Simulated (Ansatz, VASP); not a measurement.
# Two plane-wave programs on TaN

```
Ta N
1.0
     2.92399    0.00000    0.05482
    -1.46199    2.53225   -0.02741
     0.05383    0.00000    2.87073
Ta N
1 1
Direct
  0.33333 0.66667 0.50000
  0.00000 0.00000 0.00000
```

Change from the starting cell: strain +0.0375 x Voigt [0, 0, 0, 0, 1, 0], atoms carried along.

Alike in both runs: task single point; functional PBEsol; k mesh 24 × 24 × 20; occupations gaussian, width 0.15 eV; no spin polarisation.

```csv
,VASP,Ansatz
version,VASP 6.6.1,Ansatz 0.2.0
potentials or method,"VASP PAW PBE potentials, release 64 (Ta_pv, N), cutoff 520 eV","scalar-relativistic, plane waves, PAW"
valence electrons in the cell,16,18
```

```tsv
	VASP	Ansatz	Ansatz less VASP
gap on the k mesh at the Fermi level (eV)	none	none	-
pressure (GPa)	1.4	0.6	-0.85
traceless stress, the component that is largest in VASP (GPa)	-9.66	-9.58	+0.074
rms of the force components (eV/Å)	0.021	0.021	-0.0003
```

VASP's potentials were made for PBE, not for PBEsol. Atom by atom the forces differ by 0.000 eV/Å (rms over components). A gap of «none» marks a metal or a gap that the smearing closes. VASP's potentials hold 16 valence electrons a cell and Ansatz's 18, so a difference there can come from the potentials and not from the codes.

Neither program's run includes spin-orbit coupling.
